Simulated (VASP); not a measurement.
# WSe2 (P6_3/mmc) in VASP: a series of runs, part 2 of 2

VASP 6.6.1. Earlier steps stand in the parts before.

## Step 3: Electric field gradients, PBE (equal xx and yy strain of -2 %)

Input file INCAR:

```
SYSTEM = WSe2
PREC     = Accurate       ! precision mode
ENCUT    = 400            ! plane-wave cutoff, eV
EDIFF    = 1E-8           ! SCF threshold, eV
ISMEAR   = -1             ! smearing method
SIGMA    = 0.08           ! smearing width, eV
LREAL    = .FALSE.        ! projectors in reciprocal space
LASPH    = .TRUE.         ! aspherical terms in the spheres
NELM     = 120            ! most SCF steps
ALGO     = Normal         ! electronic algorithm
ISIF     = 2              ! what is computed and relaxed
LWAVE    = .FALSE.        ! write WAVECAR
LCHARG   = .FALSE.        ! write CHGCAR
GGA      = PE             ! functional
LEFG     = .TRUE.       
NBANDS   = 35             ! bands
GGA_COMPAT= .FALSE.
```

Input file KPOINTS:

```
regular mesh
0
G
  11 11 3
  0 0 0
```

Input file POSCAR:

```
WSe2
1.0
    3.2241984815      0.0000000000      0.0000000000
   -1.6120992407      2.7922377918      0.0000000000
    0.0000000000      0.0000000000     12.9700000000
W Se
2 4
Direct
    0.3333333333      0.6666666667      0.2500000000
    0.6666666667      0.3333333333      0.7500000000
    0.3333333333      0.6666666667      0.6210000000
    0.6666666667      0.3333333333      0.1210000000
    0.3333333333      0.6666666667      0.8790000000
    0.6666666667      0.3333333333      0.3790000000
```

Potentials or basis: VASP PAW PBE potentials, release 64 (W_sv, Se).

Command:

```sh
$ cat potpaw_PBE.64/W_sv/POTCAR potpaw_PBE.64/Se/POTCAR > POTCAR
$ mpirun -np 1 vasp_std > vasp.out
```

OUTCAR:

```text
SYSTEM = WSe2
   PREC = Accurate
   ENCUT = 400
   EDIFF = 1E-8
   ISMEAR = -1
   LREAL = .FALSE.
   LASPH = .TRUE.
   NELM = 120
   ISIF = 2
   GGA = PE

 ion  position               nearest neighbor table
   1  0.333  0.667  0.250-   4 2.50   6 2.50   4 2.50   6 2.50   4 2.50   6 2.50
   2  0.667  0.333  0.750-   3 2.50   5 2.50   3 2.50   5 2.50   3 2.50   5 2.50
   3  0.333  0.667  0.621-   2 2.50   2 2.50   2 2.50
   4  0.667  0.333  0.121-   1 2.50   1 2.50   1 2.50
   5  0.333  0.667  0.879-   2 2.50   2 2.50   2 2.50
   6  0.667  0.333  0.379-   1 2.50   1 2.50   1 2.50

  LATTYP: Found a hexagonal cell.
 ALAT       =     3.2241984815
 C/A-ratio  =     4.0227052008

  Lattice vectors:

 A1 = (   3.2241984815,   0.0000000000,   0.0000000000)
 A2 = (  -1.6120992407,   2.7922377918,   0.0000000000)
 A3 = (   0.0000000000,   0.0000000000,  12.9700000000)

Analysis of symmetry for initial positions (statically):
=====================================================================
 Subroutine PRICEL returns:
 Original cell was already a primitive cell.
[... 1128 lines left out ...]
 -----------------------------------------------------------------------------------
    total drift:                               -0.000000      0.000000     -0.000000

  FREE ENERGIE OF THE ION-ELECTRON SYSTEM (eV)
  ---------------------------------------------------
  free  energy   TOTEN  =       -42.9165703764 eV

  energy  without entropy=      -42.9164826562  energy(sigma->0) =      -42.91652652

 Electric field gradients (V/A^2)
---------------------------------------------------------------------
 ion       V_xx      V_yy      V_zz      V_xy      V_xz      V_yz
---------------------------------------------------------------------
   1      73.064    73.064  -146.128     0.001     0.000    -0.000
   2      73.064    73.064  -146.128     0.001    -0.000     0.000
   3      36.603    36.604   -73.207     0.000    -0.000     0.000
   4      36.603    36.604   -73.207     0.000     0.000    -0.000
   5      36.603    36.604   -73.207     0.000     0.000    -0.000
   6      36.603    36.604   -73.207     0.000    -0.000     0.000
---------------------------------------------------------------------

 Electric field gradients after diagonalization (V/A^2)
 (convention: |V_zz| > |V_xx| > |V_yy|)
----------------------------------------------------------------------
 ion       V_xx      V_yy      V_zz     asymmetry (V_yy - V_xx)/ V_zz
----------------------------------------------------------------------
   1      73.065    73.063  -146.128       0.000
   2      73.065    73.063  -146.128       0.000
   3      36.604    36.603   -73.207       0.000
   4      36.604    36.603   -73.207       0.000
   5      36.604    36.603   -73.207       0.000
   6      36.604    36.603   -73.207       0.000
----------------------------------------------------------------------

           NMR quadrupolar parameters

 Cq : quadrupolar parameter    Cq=e*Q*V_zz/h
 eta: asymmetry parameters     (V_yy - V_xx)/ V_zz
 Q  : nuclear electric quadrupole moment in mb (millibarn)
----------------------------------------------------------------------
 ion       Cq(MHz)       eta       Q (mb)
----------------------------------------------------------------------
   1      -0.353       0.000       1.000
   2      -0.353       0.000       1.000
   3      -0.177       0.000       1.000
   4      -0.177       0.000       1.000
   5      -0.177       0.000       1.000
   6      -0.177       0.000       1.000
----------------------------------------------------------------------
```

stdout:

```text
POSCAR found type information on POSCAR W Se
 POSCAR found :  2 types and       6 ions
 scaLAPACK will be used
 LDA part: xc-table for (Slater+PW92), standard interpolation
 POSCAR, INCAR and KPOINTS ok, starting setup
 FFT: planning ... GRIDC
 FFT: planning ... GRID_SOFT
 FFT: planning ... GRID
 WAVECAR not read
 entering main loop
ion   1

ion   2

ion   3

ion   4

ion   5

ion   6
```

It took 4.1 min on 1 thread of Intel Xeon 8259CL, shared host; peak memory 0.25 GiB.

Results:

```
Free energy                             : -42.9166 eV
Pressure                                : 10.2 GPa
Largest force                           : 0.691 eV/Å
Band gap on the k mesh                  : 0.97 eV (least direct gap 1.95 eV)
Largest electric field gradient by atom : W -146.1; Se -73.2 V/Å²
```

Forces on the atoms (eV/Å):
```
W    0.000  0.000  0.000
W    0.000  0.000  0.000
Se   0.000  0.000 -0.691
Se   0.000  0.000 -0.691
Se   0.000  0.000  0.691
Se   0.000  0.000  0.691
```

Electric field gradients, principal values (V/Å²):
| atom | least | middle | greatest (by size) |
| --- | --- | --- | --- |
| 1 W | 73.063 | 73.065 | -146.128 |
| 2 W | 73.063 | 73.065 | -146.128 |
| 3 Se | 36.603 | 36.604 | -73.207 |
| 4 Se | 36.603 | 36.604 | -73.207 |
| 5 Se | 36.603 | 36.604 | -73.207 |
| 6 Se | 36.603 | 36.604 | -73.207 |

Caveat: the cell differs from its parent crystal (equal xx and yy strain of -2 %); the cell stands under pressure; without QUAD_EFG the Cq values of the log hold for a quadrupole moment of 1 mb, not for the nuclei; spin-orbit coupling is left out, which moves the levels of the heavy elements; this functional lacks dispersion, which binds layers or chains, so the pressure and a relaxed spacing across them are unreliable. A k mesh can miss the band edges.

## Step 4: Electric field gradients, PBE (equal xx and yy strain of +1 %)

Input file INCAR:

```
  PREC = Accurate
  ENCUT = 400
  EDIFF = 1E-8
  ISMEAR = -1
  SIGMA = 0.08
  LREAL = False
  LASPH = True
  NELM = 120
  ALGO = Normal
  ISIF = 2
  LWAVE = False
  LCHARG = False
  GGA = PE
  LEFG = True
  NBANDS = 35
  GGA_COMPAT = False
```

Input file KPOINTS:

```
Automatic mesh
0
Gamma
  11 11 3
```

Edit POSCAR of step 3 so:

```diff
@@ -2,4 +2,4 @@
 1.0
-    3.2241984815      0.0000000000      0.0000000000
-   -1.6120992407      2.7922377918      0.0000000000
+    3.3228984350      0.0000000000      0.0000000000
+   -1.6614492174      2.8777144589      0.0000000000
     0.0000000000      0.0000000000     12.9700000000
```

Potentials or basis: VASP PAW PBE potentials, release 64 (W_sv, Se).

Command:

```sh
$ cat potpaw_PBE.64/W_sv/POTCAR potpaw_PBE.64/Se/POTCAR > POTCAR
$ mpirun -np 1 vasp_std > vasp.out
```

OUTCAR:

```text
PREC = Accurate
   ENCUT = 400
   EDIFF = 1E-8
   ISMEAR = -1
   LREAL = False
   LASPH = True
   NELM = 120
   ISIF = 2
   GGA = PE

 ion  position               nearest neighbor table
   1  0.333  0.667  0.250-   4 2.55   6 2.55   4 2.55   6 2.55   4 2.55   6 2.55
   2  0.667  0.333  0.750-   3 2.55   5 2.55   3 2.55   5 2.55   3 2.55   5 2.55
   3  0.333  0.667  0.621-   2 2.55   2 2.55   2 2.55
   4  0.667  0.333  0.121-   1 2.55   1 2.55   1 2.55
   5  0.333  0.667  0.879-   2 2.55   2 2.55   2 2.55
   6  0.667  0.333  0.379-   1 2.55   1 2.55   1 2.55

  LATTYP: Found a hexagonal cell.
 ALAT       =     3.3228984350
 C/A-ratio  =     3.9032189077

  Lattice vectors:

 A1 = (   3.3228984350,   0.0000000000,   0.0000000000)
[... 1150 lines left out ...]
   3      38.007    38.006   -76.013    -0.000     0.000    -0.000
   4      38.007    38.006   -76.013    -0.000    -0.000     0.000
   5      38.007    38.006   -76.013    -0.000    -0.000     0.000
   6      38.007    38.006   -76.013    -0.000     0.000    -0.000
---------------------------------------------------------------------

 Electric field gradients after diagonalization (V/A^2)
 (convention: |V_zz| > |V_xx| > |V_yy|)
----------------------------------------------------------------------
 ion       V_xx      V_yy      V_zz     asymmetry (V_yy - V_xx)/ V_zz
----------------------------------------------------------------------
   1      77.390    77.389  -154.780       0.000
   2      77.390    77.389  -154.780       0.000
   3      38.007    38.006   -76.013       0.000
   4      38.007    38.006   -76.013       0.000
   5      38.007    38.006   -76.013       0.000
   6      38.007    38.006   -76.013       0.000
----------------------------------------------------------------------

           NMR quadrupolar parameters

 Cq : quadrupolar parameter    Cq=e*Q*V_zz/h
 eta: asymmetry parameters     (V_yy - V_xx)/ V_zz
 Q  : nuclear electric quadrupole moment in mb (millibarn)
----------------------------------------------------------------------
 ion       Cq(MHz)       eta       Q (mb)
----------------------------------------------------------------------
   1      -0.374       0.000       1.000
   2      -0.374       0.000       1.000
   3      -0.184       0.000       1.000
   4      -0.184       0.000       1.000
   5      -0.184       0.000       1.000
   6      -0.184       0.000       1.000
----------------------------------------------------------------------
```

Run time: 3.2 min. Hardware: 1 thread of Intel Xeon 8259CL, shared host; peak memory 0.25 GiB.

Results:

```
Free energy                             : -43.1612 eV
Pressure                                : 1.3 GPa
Largest force                           : 0.004 eV/Å
Band gap on the k mesh                  : 0.94 eV (least direct gap 1.64 eV)
Largest electric field gradient by atom : W -154.8; Se -76.0 V/Å²
```

Forces in eV/Å, atoms in the order of the input:
```
W    0.000  0.000  0.000
W    0.000  0.000  0.000
Se   0.000  0.000 -0.004
Se   0.000  0.000 -0.004
Se   0.000  0.000  0.004
Se   0.000  0.000  0.004
```

Electric field gradients, principal values (V/Å²):
```
atom   least  middle  greatest (by size)
 1 W  77.389  77.390            -154.780
 2 W  77.389  77.390            -154.780
3 Se  38.006  38.007             -76.013
4 Se  38.006  38.007             -76.013
5 Se  38.006  38.007             -76.013
6 Se  38.006  38.007             -76.013
```

Caveat: the cell differs from its parent crystal (equal xx and yy strain of +1 %); without QUAD_EFG the Cq values of the log hold for a quadrupole moment of 1 mb, not for the nuclei; spin-orbit coupling is left out, which moves the levels of the heavy elements; this functional lacks dispersion, which binds layers or chains, so the pressure and a relaxed spacing across them are unreliable. A k mesh can miss the band edges.
